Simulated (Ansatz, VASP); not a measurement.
**Al2Au in VASP and in Ansatz**

```
CELL_PARAMETERS angstrom
0.00000 3.00997 3.00997
3.00997 0.00000 3.00997
3.00997 3.00997 0.00000
ATOMIC_POSITIONS crystal
Al 0.25000 0.25000 0.25000
Al 0.75000 0.75000 0.75000
Au 0.00000 0.00000 0.00000
```

Change from the starting cell: volume scaled by 1.01.

Alike in both runs: task single point; functional LDA; k mesh 11 × 11 × 11; occupations fermi-dirac, width 0.05 eV; no spin polarisation.

```csv
,VASP,Ansatz
version,VASP 6.6.1,Ansatz 0.2.0
potentials or method,"VASP PAW LDA potentials, release 64 (Al, Au), cutoff 520 eV","all-electron LAPW, scalar-relativistic"
```

|  | VASP | Ansatz | Ansatz less VASP |
| --- | --- | --- | --- |
| pressure (GPa) | -3.4 | -3.6 | -0.19 |

LDA's correlation is that of Perdew and Zunger in VASP and of Perdew and Wang (1992) in Ansatz. Ansatz ran all-electron here, and VASP with PAW potentials.

Spin-orbit coupling is off throughout.
